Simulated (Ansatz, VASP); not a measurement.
**LiCl in VASP and in Ansatz**

```
CELL_PARAMETERS angstrom
0.00000 2.56477 2.56477
2.56477 0.00000 2.56477
2.56477 2.56477 0.00000
ATOMIC_POSITIONS crystal
Cl 0.50000 0.50000 0.50000
Li 0.00000 0.00000 0.00000
```

Alike in both runs: task relaxation of cell and atoms; functional RPBE; dispersion D3(BJ); k mesh 9 × 9 × 9; occupations fermi-dirac, width 0.05 eV; no spin polarisation.

|  | VASP | Ansatz |
| --- | --- | --- |
| version | VASP 6.6.1 | Ansatz 0.2.0 |
| potentials or method | VASP PAW PBE potentials, release 64 (Cl, Li_sv), cutoff 750 eV | all-electron LAPW, scalar-relativistic |

```tsv
	VASP	Ansatz	Ansatz less VASP
relaxed volume (Å³/atom)	13.38	13.49	+0.108
relaxed cell length with the largest relative difference (Å)	3.357	3.366	+0.0090
```

VASP's potentials were made for PBE, not for RPBE. Ansatz ran all-electron here, and VASP with PAW potentials.

Noted on VASP's run: the volume moved by over 15 % at a fixed basis, so the end points are rough. Noted on Ansatz's run: the volume moved by over 15 % at a fixed basis, so the end points are rough.
